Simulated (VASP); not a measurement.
Zn3SnO, 5 atoms in the cell. It takes space group Pm-3m (No. 221, cubic). Conventional cell: a = 4.263 Å, b = 4.263 Å, c = 4.263 Å, α = 90.00°, β = 90.00°, γ = 90.00°. Zn (site symmetry 4/mmm) has 2 O at 2.13 Å within 2.8 Å. Sn (site symmetry m-3m) has 12 Zn at 3.01 Å and 8 O at 3.69 Å within 4.0 Å. Within 2.8 Å of O (site symmetry m-3m) lie 6 Zn at 2.13 Å. 

| Property | Result |
| --- | --- |
| Program | VASP 6.6.1 |
| Task | single point |
| Functional | PBEsol |
| Potentials or basis | VASP PAW PBE potentials, release 64 (Zn, Sn_d, O) |
| Cutoff | 520 eV |
| k mesh | 6 × 6 × 6 |
| Occupations | gaussian, width 0.1 eV |
| Spin | no spin polarisation |
| Dipole correction | no |
| Further INCAR settings | ALGO = Normal; EDIFF = 1e-06; NBANDS = 36 |

Potentials or basis: VASP PAW PBE potentials, release 64 (Zn, Sn_d, O).

The run is started by

```sh
$ cat potpaw_PBE.64/Zn/POTCAR potpaw_PBE.64/Sn_d/POTCAR potpaw_PBE.64/O/POTCAR > POTCAR
$ mpirun -np 1 vasp_std > vasp.out
```

Hardware: 1 thread of Intel Xeon 8259CL, on a shared host.

Question: How long does it take, and how much memory?

Answer: Run time: 78 s on 1 thread of Intel Xeon 8259CL, on a shared host, peak memory 0.2 GiB. Counts: scf iterations 14, k points 20.
